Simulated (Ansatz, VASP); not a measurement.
## One calculation of SnTe, two programs

INCAR

```
SYSTEM = SnTe
  PREC = Accurate
  ENCUT = 520
  EDIFF = 1E-8
  ISMEAR = -1
  SIGMA = 0.08
  LREAL = .FALSE.
  LASPH = .TRUE.
  NELM = 80
  ALGO = Normal
  ISIF = 2
  LWAVE = .FALSE.
  LCHARG = .FALSE.
  GGA = PE
  LEFG = .TRUE.
  NBANDS = 17
```

Contents of KPOINTS:

```
regular mesh
0
G
  11 11 11
  0 0 0
```

POSCAR

```
SnTe
1.0
    0.0000000000      3.1565000000      3.0933700000
    3.1565000000      0.0000000000      3.0933700000
    3.1565000000      3.1565000000      0.0000000000
Sn Te
1 1
Direct
    0.0000000000      0.0000000000      0.0000000000
    0.5000000000      0.5000000000      0.5000000000
```

Input for Ansatz:

```yaml
crystal:
  lattice:
    - [0.0, 3.1565, 3.09337]
    - [3.1565, 0.0, 3.09337]
    - [3.1565, 3.1565, 0.0]
  atoms:
    - { symbol: Sn, position: [0.0, 0.0, 0.0] }
    - { symbol: Te, position: [0.5, 0.5, 0.5] }
kpoints:
  mp_grid: { grid: [11, 11, 11] }
scf:
  occupations: { method: fermi_dirac, width: 0.08 }
hamiltonian:
  xc: pbe
  pseudopotentials: { kind: all_electron, datasets: crystal }
output:
  forces: true
  stress: true
  eigenvalues: true
  efg: { contact_densities: true }
```

Change from the starting cell: zz strain of -2 %, crystal datasets.

Alike in both runs: task electric field gradients; functional PBE; k mesh 11 × 11 × 11; occupations fermi-dirac, width 0.08 eV; no spin polarisation.

|  | VASP | Ansatz |
| --- | --- | --- |
| version | VASP 6.6.1 | Ansatz 0.2.0 |
| potentials or method | VASP PAW PBE potentials, release 64 (Sn_d, Te), cutoff 520 eV | all-electron PAW with datasets made for the crystal, scalar-relativistic |

```tsv
	VASP	Ansatz	Ansatz less VASP
pressure (GPa)	3.1	3.1	+0.02
traceless stress, the component that is largest in VASP (GPa)	2.03	2.03	-0.005
size of Vzz on the site where it differs most (V/Å²)	8.3	7.5	-0.83
```

Ansatz ran all-electron here, and VASP with PAW potentials.

Spin-orbit coupling is off throughout.
